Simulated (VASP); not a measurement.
Ir:

```xyz
4
Lattice="2.7092 0.0000 0.0000 -1.3546 2.3462 0.0000 0.0000 0.0000 8.8528" Properties=species:S:1:pos:R:3 pbc="T T T"
Ir    1.3546    2.3462    8.8528
Ir    1.3546    2.3462    4.4264
Ir    0.0000    1.5642    2.2132
Ir    1.3546    0.7821    6.6396
```

This cell differs from its parent crystal: volume scaled by 0.92.

Base run:

* Program: VASP 6.6.1
* Functional: BLYP
* Potentials or basis: VASP PAW PBE potentials, release 64 (Ir_sv_GW)
* Cutoff: 500 eV
* k mesh: 15 × 15 × 4
* Occupations: fermi-dirac, width 0.1 eV
* Spin: no spin polarisation

Its results: band gap on the k mesh zero (band 34 reaches 14.60 eV, above the bottom of band 35 at 12.04 eV); pressure 28.6 GPa.

Task: The run is repeated on the same cell with these changes: potentials or basis from VASP PAW PBE potentials, release 64 (Ir_sv_GW) to VASP PAW PBE potentials, release 64 (Ir); cutoff from 500 eV to 520 eV; further incar settings from ALGO = Normal; EDIFF = 1e-06; NBANDS = 42 to ALGO = Normal; EDIFF = 1e-07; NBANDS = 26; valence electrons from 68 to 36. What comes out?

Result: Band gap on the k mesh zero (band 18 reaches 12.11 eV, above the bottom of band 19 at 9.55 eV); pressure 33.3 GPa.

Caveats: the PAW data sets were made with another functional, which shifts forces and pressure a little; spin-orbit coupling is left out, which moves the levels of the heavy elements.
